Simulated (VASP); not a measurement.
# MgI2 in VASP: single point with r2SCAN

Aim: the single point of MgI2 with r2SCAN.

All numbers are computed with VASP 6.6.1; they aren't measurements. Logs are shortened: lines on timing, memory, paths and dates and some standing lists are left out, and cuts for length are marked.

## (1) The cell of the first run

The typed cell holds 3 atoms: a = 4.157 Å, b = 4.157 Å, c = 6.868 Å, α = 90.00°, β = 90.00°, γ = 120.00°.

## (2) Single point, r2SCAN

File POSCAR:

```
MgI2
1.0
    4.1573370000      0.0000000000      0.0000000000
   -2.0786680000      3.6003600000      0.0000000000
    0.0000000000      0.0000000000      6.8680080000
Mg I
1 2
Direct
    0.0000000000      0.0000000000      0.0000000000
    0.3333000000      0.6667000000      0.7576300000
    0.6667000000      0.3333000000      0.2423700000
```

File INCAR.step1:

```
PREC     = Accurate       # precision mode
ENCUT    = 520            # plane-wave cutoff, eV
ISMEAR   = -1             # smearing method
SIGMA    = 0.1            # smearing width, eV
LREAL    = False          # projectors in reciprocal space
LASPH    = True           # aspherical terms in the spheres
NELM     = 100            # most SCF steps
NBANDS   = 15             # bands
GGA      = PE             # functional
ALGO     = Normal         # electronic algorithm
EDIFF    = 1E-4           # SCF threshold, eV
LWAVE    = True           # write WAVECAR
LCHARG   = False          # write CHGCAR
```

File INCAR.step2:

```
PREC     = Accurate       # precision mode
ENCUT    = 520            # plane-wave cutoff, eV
EDIFF    = 1E-6           # SCF threshold, eV
ISMEAR   = -1             # smearing method
SIGMA    = 0.1            # smearing width, eV
LREAL    = False          # projectors in reciprocal space
LASPH    = True           # aspherical terms in the spheres
NELM     = 100            # most SCF steps
ALGO     = Normal         # electronic algorithm
ISIF     = 2              # what is computed and relaxed
LWAVE    = False          # write WAVECAR
LCHARG   = False          # write CHGCAR
METAGGA  = R2SCAN         # meta-GGA
LMIXTAU  = True         
NBANDS   = 15             # bands
ISTART   = 1
```

File KPOINTS:

```
Automatic mesh
0
Gamma
  7 7 4
```

Potentials or basis: VASP PAW PBE potentials, release 64 (Mg, I).

Started as:

```
> cat potpaw_PBE.64/Mg/POTCAR potpaw_PBE.64/I/POTCAR > POTCAR
> cp INCAR.step1 INCAR
> mpirun -np 1 vasp_std > vasp.out
> cp INCAR.step2 INCAR
> mpirun -np 1 vasp_std > vasp.out
```

OUTCAR:

```text
PREC = Accurate
   ENCUT = 520
   EDIFF = 1E-6
   ISMEAR = -1
   LREAL = False
   LASPH = True
   NELM = 100
   ISIF = 2
   METAGGA = R2SCAN
   ISTART = 1

 ion  position               nearest neighbor table
   1  0.000  0.000  0.000-   2 2.92   3 2.92   3 2.92   2 2.92   3 2.92   2 2.92
   2  0.333  0.667  0.758-   1 2.92   1 2.92   1 2.92
   3  0.667  0.333  0.242-   1 2.92   1 2.92   1 2.92

  LATTYP: Found a hexagonal cell.
 ALAT       =     4.1573370000
 C/A-ratio  =     1.6520209932

  Lattice vectors:

 A1 = (   4.1573370000,   0.0000000000,   0.0000000000)
 A2 = (  -2.0786680000,   3.6003600000,   0.0000000000)
 A3 = (   0.0000000000,   0.0000000000,   6.8680080000)

Analysis of symmetry for initial positions (statically):
=====================================================================
 Subroutine PRICEL returns:
 Original cell was already a primitive cell.

 Routine SETGRP: Setting up the symmetry group for a
 hexagonal supercell.

 Subroutine GETGRP returns: Found  4 space group operations
 (whereof  4 operations were pure point group operations)
 out of a pool of 24 trial point group operations.

The static configuration has the point symmetry C_2h.

Analysis of symmetry for dynamics (positions and initial velocities):
=====================================================================
 Subroutine PRICEL returns:
 Original cell was already a primitive cell.

 Routine SETGRP: Setting up the symmetry group for a
 hexagonal supercell.

 Subroutine GETGRP returns: Found  4 space group operations
 (whereof  4 operations were pure point group operations)
 out of a pool of 24 trial point group operations.

The dynamic configuration has the point symmetry C_2h.

 Subroutine INISYM returns: Found  4 space group operations
 (whereof  4 operations are pure point group operations),
 and found     1 'primitive' translations

----------------------------------------------------------------------------------------

                                     Primitive cell

  volume of cell :     102.7997

  direct lattice vectors                    reciprocal lattice vectors
     4.157337000  0.000000000  0.000000000     0.240538595  0.138874968  0.000000000
    -2.078668000  3.600360000  0.000000000     0.000000000  0.277750003  0.000000000
     0.000000000  0.000000000  6.868008000     0.000000000  0.000000000  0.145602626

  length of vectors
     4.157337000  4.157337223  6.868008000     0.277750018  0.277750003  0.145602626

  position of ions in fractional coordinates (direct lattice)
     0.000000000  0.000000000  0.000000000
     0.333300000  0.666700000  0.757630000
     0.666700000  0.333300000  0.242370000

  ion indices of the primitive-cell ions
   primitive index   ion index
                 1           1
                 2           2
                 3           3

----------------------------------------------------------------------------------------

 KPOINTS: Automatic mesh

Automatic generation of k-mesh.
 Grid dimensions read from file:
 generate k-points for:    7    7    4

 Generating k-lattice:

  Cartesian coordinates                     Fractional coordinates (reciprocal lattice)
     0.034362656  0.019839281  0.000000000     0.142857143  0.000000000  0.000000000
     0.000000000  0.039678572  0.000000000     0.000000000  0.142857143  0.000000000
     0.000000000  0.000000000  0.036400656     0.000000000  0.000000000  0.250000000

  Length of vectors
     0.039678574  0.039678572  0.036400656

  Shift w.r.t. Gamma in fractional coordinates (k-lattice)
     0.000000000  0.000000000  0.000000000

 Subroutine IBZKPT returns following result:
 ===========================================

 Found     60 irreducible k-points:

 Following reciprocal coordinates:
            Coordinates               Weight
  0.000000  0.000000  0.000000      1.000000
  0.142857 -0.000000  0.000000      4.000000
 -0.142857  0.142857  0.000000      2.000000
  0.285714 -0.000000  0.000000      4.000000
 -0.285714  0.285714  0.000000      2.000000
  0.428571 -0.000000  0.000000      4.000000
[... 16 lines left out ...]
  0.000000  0.285714  0.250000      4.000000
 -0.285714  0.285714  0.250000      2.000000
 [... further k-points ...]
   k-points           NKPTS =     60   k-points in BZ     NKDIM =     60   number of bands    NBANDS=     15
   number of dos      NEDOS =    301   number of ions     NIONS =      3
   total plane-waves  NPLWV =  55296
   dimension x,y,z NGX =    32 NGY =   32 NGZ =   54
   dimension x,y,z NGXF=    64 NGYF=   64 NGZF=  108
   ions per type =               1   2
   NGX,Y,Z   is equivalent  to a cutoff of  12.80, 12.80, 13.07 a.u.
   NGXF,Y,Z  is equivalent  to a cutoff of  25.59, 25.59, 26.14 a.u.
 SYSTEM =  unknown system
   PREC   = accura    normal or accurate (medium, high low for compatibility)
   ISTART =      1    job   : 0-new  1-cont  2-samecut
   ICHARG =      0    charge: 1-file 2-atom 10-const
   ISPIN  =      1    spin polarized calculation?
   LNONCOLLINEAR =      F non collinear calculations
   LSORBIT =      F    spin-orbit coupling
   LASPH  =      T    aspherical Exc in radial PAW
   ENCUT  =  520.0 eV  38.22 Ry    6.18 a.u.   7.73  7.73 12.77*2*pi/ulx,y,z
   NELM   =    100;   NELMIN=  2; NELMDL=  0     # of ELM steps
   EDIFF  = 0.1E-05   stopping-criterion for ELM
   LREAL  =      F    real-space projection
   EDIFFG = 0.1E-04   stopping-criterion for IOM
   NSW    =      0    number of steps for IOM
   IBRION =     -1    ionic relax: 0-MD 1-quasi-New 2-CG
   NFREE  =      0    steps in history (QN), initial steepest desc. (CG)
   ISIF   =      2    stress and relaxation
   ISYM   =      2    0-nonsym 1-usesym 2-fastsym
   POTIM  = 0.5000    time-step for ionic-motion
   TEBEG  =    0.0;   TEEND  =   0.0 temperature during run
   PSTRESS=    0.0 pullay stress
   NELECT =      16.0000    total number of electrons
   NUPDOWN=      -1.0000    fix difference up-down
   EMIN   =  10.00;   EMAX   =-10.00  energy-range for DOS
   EFERMI =   0.00;   METHOD = LEGACY
   ISMEAR =    -1;   SIGMA  =   0.10  broadening in eV -4-tet -1-fermi 0-gaus
   EFERMI_NEDOS =   21; number of points for ismear=-14 and -15
   IALGO  =     38    algorithm
   IMIX   =      4    mixing-type and parameters
     AMIX     =   0.40;   BMIX     =  1.00
     AMIX_MAG =   1.60;   BMIX_MAG =  1.00
  volume/ion in A,a.u.               =      34.27       231.24
  Fermi-wavevector in a.u.,A,eV,Ry     =   0.880611  1.664114 10.550991  0.775476
  Thomas-Fermi vector in A             =   2.000995
   LORBIT       =      0    0 simple, 1 ext, 2 COOP (PROOUT), +10 PAW based schemes
   METAGGA = R2SCAN    functional components
   LHFCALC =     F    Hartree Fock is set to
   AEXX    =    0.0000 exact exchange contribution
   IVDW    =     0    specifies the selected vdW correction
   LEPSILON=     F    determine dielectric tensor
   LRPA    =     F    only Hartree local field effects (RPA)
 non-spin polarized calculation
  energy-cutoff  :      520.00
  volume of cell :      102.80
 maximum number of plane-waves:      2798
   NGX = 15   NGY = 15   NGZ = 25

 number of electron      16.0000001 magnetization

 Free energy of the ion-electron system (eV)
  ---------------------------------------------------
  ext. energy  EPLUGINS =         0.00000000
  ---------------------------------------------------
  free energy    TOTEN  =       -56.92561747 eV

  energy without entropy =      -56.92561747  energy(sigma->0) =      -56.92561747

 E-fermi :   4.0854     XC(G=0):  -8.5590

 val. band max:        2.0135688033   @ k =   0.0000   0.0000   0.0000
 cond. band min:       6.1286868074   @ k =   0.4286  -0.0000   0.2500
 fundamental gap:      4.1151180041
 Fermi energy:         4.0853789600

 k-point     1 :       0.0000    0.0000    0.0000
  band No.  band energies     occupation
      1     -10.4489      2.00000
      2      -9.6918      2.00000
      3      -1.5593      2.00000
      4       1.5125      2.00000
      5       1.5125      2.00000
      6       1.9136      2.00000
      7       1.9143      2.00000
      8       2.0136      2.00000
      9       6.4941      0.00000
     10       7.4187      0.00000
     11       9.2862      0.00000
     12       9.2870      0.00000
     13      10.1151      0.00000
     14      10.7558      0.00000
     15      10.7564      0.00000

 k-point     2 :       0.1429   -0.0000    0.0000
  band No.  band energies     occupation
      1     -10.3383      2.00000
      2      -9.6348      2.00000
      3      -1.4082      2.00000
      4       0.7514      2.00000
      5       1.2575      2.00000
      6       1.2699      2.00000
      7       1.8752      2.00000
      8       1.9410      2.00000
      9       7.1950      0.00000
     10       8.0195      0.00000
     11       8.7430      0.00000
     12       9.6005      0.00000
     13       9.9740      0.00000
     14      10.6616      0.00000
     15      11.0658      0.00000

 k-point     3 :      -0.1429    0.1429    0.0000
  band No.  band energies     occupation
      1     -10.3383      2.00000
      2      -9.6348      2.00000
      3      -1.4082      2.00000
      4       0.7513      2.00000
      5       1.2573      2.00000
      6       1.2699      2.00000
      7       1.8756      2.00000
      8       1.9410      2.00000
      9       7.1952      0.00000
     10       8.0192      0.00000
     11       8.7435      0.00000
     12       9.6000      0.00000
     13       9.9737      0.00000
     14      10.6610      0.00000
     15      11.0660      0.00000
[... 343 lines left out ...]
 k-point    23 :       0.0000    0.2857    0.2500
  band No.  band energies     occupation
      1     -10.0022      2.00000
      2      -9.5801      2.00000
      3      -0.9554      2.00000
      4      -0.6190      2.00000
      5       0.3858      2.00000
      6       0.9308      2.00000
      7       1.5373      2.00000
      8       1.6131      2.00000
      9       7.0018      0.00000
     10       7.8109      0.00000
     11       9.1429      0.00000
     12       9.3478      0.00000
     13       9.8391      0.00000
     14      11.2716      0.00000
     15      12.1336      0.00000

 k-point    24 :      -0.2857    0.2857    0.2500
  band No.  band energies     occupation
      1     -10.0042      2.00000
      2      -9.5775      2.00000
      3      -1.1707      2.00000
      4      -0.2056      2.00000
      5       0.2234      2.00000
      6       0.9375      2.00000
      7       1.4928      2.00000
      8       1.6030      2.00000
      9       6.6470      0.00000
     10       8.3542      0.00000
     11       8.9497      0.00000
     12      10.0980      0.00000
     13      10.2906      0.00000
     14      10.5862      0.00000
     15      11.4525      0.00000

 [... further k-points ...]
[... 5 lines left out ...]
  --------------------------------------------------------------------------------------
  -------------------------------------------------------------------------------------
  Total        0.3295246      0.3294907      0.4095616     -0.0000294      0.0006737     -0.0011669
  in kB        5.1357804      5.1352528      6.3831919     -0.0004576      0.0105000     -0.0181869
  external PRESSURE =       5.5514084 kB  Pullay stress =       0.0000000 kB

 VOLUME and BASIS-vectors are now :
 -----------------------------------------------------------------------------
  energy-cutoff  :      520.00
  volume of cell :      102.80
      direct lattice vectors                 reciprocal lattice vectors
     4.157337000  0.000000000  0.000000000     0.240538595  0.138874968  0.000000000
    -2.078668000  3.600360000  0.000000000     0.000000000  0.277750003  0.000000000
     0.000000000  0.000000000  6.868008000     0.000000000  0.000000000  0.145602626

 POSITION                                       TOTAL-FORCE (eV/Angst)
 -----------------------------------------------------------------------------------
      0.00000      0.00000      0.00000        -0.000000      0.000000      0.000000
     -0.00021      2.40036      5.20341         0.000433     -0.000250      0.027417
      2.07888      1.20000      1.66460        -0.000433      0.000250     -0.027417
 -----------------------------------------------------------------------------------
    total drift:                               -0.000000      0.000000      0.000000

  FREE ENERGIE OF THE ION-ELECTRON SYSTEM (eV)
  ---------------------------------------------------
  free  energy   TOTEN  =       -56.9256174722 eV

  energy  without entropy=      -56.9256174716  energy(sigma->0) =      -56.92561747
```

Wall time 3.3 min (1 thread of Intel Xeon Platinum 8488C (Sapphire Rapids), shared host); peak memory 0.29 GiB.

Results:

```yaml
Free_energy: -56.9256 eV
Pressure: 0.6 GPa
Largest_force: 0.027 eV/Å
Band_gap_on_the_k_mesh: 4.12 eV, indirect (least direct gap 4.48 eV)
```

Forces on the atoms (eV/Å):
```
Mg   0.000  0.000  0.000
I    0.000  0.000  0.027
I    0.000  0.000 -0.027
```

Levels at points of the mesh, in eV from the valence-band top:
```tsv
k point	band 5	band 6	band 7	band 8	band 9	band 10	band 11	band 12
(0.00, 0.00, 0.00)	-0.50	-0.10	-0.10	0.00	4.48	5.41	7.27	7.27
(0.00, 0.00, 0.50)	-0.40	-0.40	-0.20	-0.20	5.40	5.52	7.08	7.08
```

Caveat: the PAW data sets were made with another functional, which shifts forces and pressure a little; spin-orbit coupling is left out, which moves the levels of the heavy elements.
